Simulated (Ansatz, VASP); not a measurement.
TaTiN: VASP beside Ansatz

Contents of INCAR:

```
PREC = Accurate
ENCUT = 520
EDIFF = 1E-6
ISMEAR = 0
SIGMA = 0.1
LREAL = F
LASPH = T
NELM = 150
ALGO = Normal
ISIF = 2
LWAVE = F
LCHARG = F
ISPIN = 2
MAGMOM = 1 -1 0 0 0 0
LORBIT = 11
LMAXMIX = 4
GGA = PE
NBANDS = 41
```

KPOINTS

```
Automatic mesh
0
Gamma
  6 6 4
```

POSCAR

```
TaTiN
1.0
    3.5849008800      0.0000000000      0.0000000000
    0.0000000000      3.5849008800      0.0000000000
    0.0000000000      0.0000000000      7.0275056100
Ti Ta N
2 2 2
Direct
    0.5000000000      0.0000000000      0.2218582600
    0.0000000000      0.5000000000      0.7781417400
    0.5000000000      0.5000000000      0.0000000000
    0.0000000000      0.0000000000      0.0000000000
    0.0000000000      0.5000000000      0.3488678000
    0.5000000000      0.0000000000      0.6511322000
```

Input for Ansatz:

```yaml
crystal:
  lattice:
    - [3.58490088, 0.0, 0.0]
    - [0.0, 3.58490088, 0.0]
    - [0.0, 0.0, 7.02750561]
  atoms:
    - { symbol: Ti, position: [0.5, 0.0, 0.22185826], spin: 1.0 }
    - { symbol: Ti, position: [0.0, 0.5, 0.77814174], spin: -1.0 }
    - { symbol: Ta, position: [0.5, 0.5, 0.0] }
    - { symbol: Ta, position: [0.0, 0.0, 0.0] }
    - { symbol: "N", position: [0.0, 0.5, 0.3488678] }
    - { symbol: "N", position: [0.5, 0.0, 0.6511322] }
basis:
  ecutwfc: 420
kpoints:
  mp_grid: { grid: [6, 6, 4] }
hamiltonian:
  xc: pbe
scf:
  occupations: { method: gaussian, width: 0.1 }
  lower_state_search: "off"
output:
  forces: true
  stress: true
  eigenvalues: true
  populations: true
magnetization:
  spin_polarized: true
```

Change from the starting cell: species swapped into the PrTiGe type (P4/nmm, No. 129).

Alike in both runs: task single point; functional PBE; k mesh 6 × 6 × 4; occupations gaussian, width 0.1 eV; collinear spin.

|  | VASP | Ansatz |
| --- | --- | --- |
| version | VASP 6.6.1 | Ansatz 0.2.0 |
| potentials or method | VASP PAW PBE potentials, release 64 (Ti_sv, Ta_pv, N), cutoff 520 eV | scalar-relativistic, plane waves, PAW |
| valence electrons in the cell | 56 | 60 |

```tsv
	VASP	Ansatz	Ansatz less VASP
gap on the k mesh at the Fermi level (eV)	none	none	-
rms of the force components (eV/Å)	4.286	4.246	-0.0402
net moment per atom (μB)	0.00	0.00	0.000
```

Atom by atom the forces differ by 0.042 eV/Å (rms over components). A gap of «none» marks a metal or a gap that the smearing closes. With one functional, cell and mesh, what is left measures potentials, basis and numerics. VASP's potentials hold 56 valence electrons a cell and Ansatz's 60, so a difference there can come from the potentials and not from the codes. Ansatz's warnings: seeded moment not kept.

Neither program's run includes spin-orbit coupling.
